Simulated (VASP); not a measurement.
Runs of VASP 6.6.1 on NaH. The structure is that of space group I4/mmm (No. 139), or close to it. The cells are those of the table. 

```tsv
cell	gap on the mesh (eV)	pressure (GPa)
a = 3.457, b = 3.457, c = 3.559 Å, angles 59.0, 59.0, 62.0°, 2 atoms	(c)	-1.8
a = 3.425, b = 3.425, c = 3.526 Å, angles 59.0, 59.0, 62.0°, 2 atoms	4.27	(b)
a = 3.282, b = 3.282, c = 3.411 Å, angles 58.7, 58.7, 62.6°, 2 atoms	4.48	1.9
a = 3.228, b = 3.228, c = 3.292 Å, angles 59.3, 59.3, 61.3°, 2 atoms	(a)	3.8
a = 3.402, b = 3.402, c = 3.470 Å, angles 59.3, 59.3, 61.3°, 2 atoms	4.34	-0.8
a = 3.392, b = 3.392, c = 3.493 Å, angles 59.0, 59.0, 62.0°, 2 atoms	4.32	-0.6
a = 3.383, b = 3.383, c = 3.516 Å, angles 58.7, 58.7, 62.6°, 2 atoms	(d)	-0.6
a = 3.448, b = 3.448, c = 3.583 Å, angles 58.7, 58.7, 62.6°, 2 atoms	4.20	-1.7
```

Alike in all rows: task single point; level r2SCAN; potentials or basis VASP PAW PBE potentials, release 64 (Na_pv, H); no spin polarisation; k mesh 10 × 10 × 10; cutoff (eV) 520; smearing fermi-dirac 0.2 eV.

**Question.** Estimate the missing entries.

**Answer.** (a) 4.63; (b) -1.2; (c) 4.22; (d) 4.30.

Caveats: the PAW data sets were made with another functional, which shifts forces and pressure a little.

A k mesh can miss the band edges.
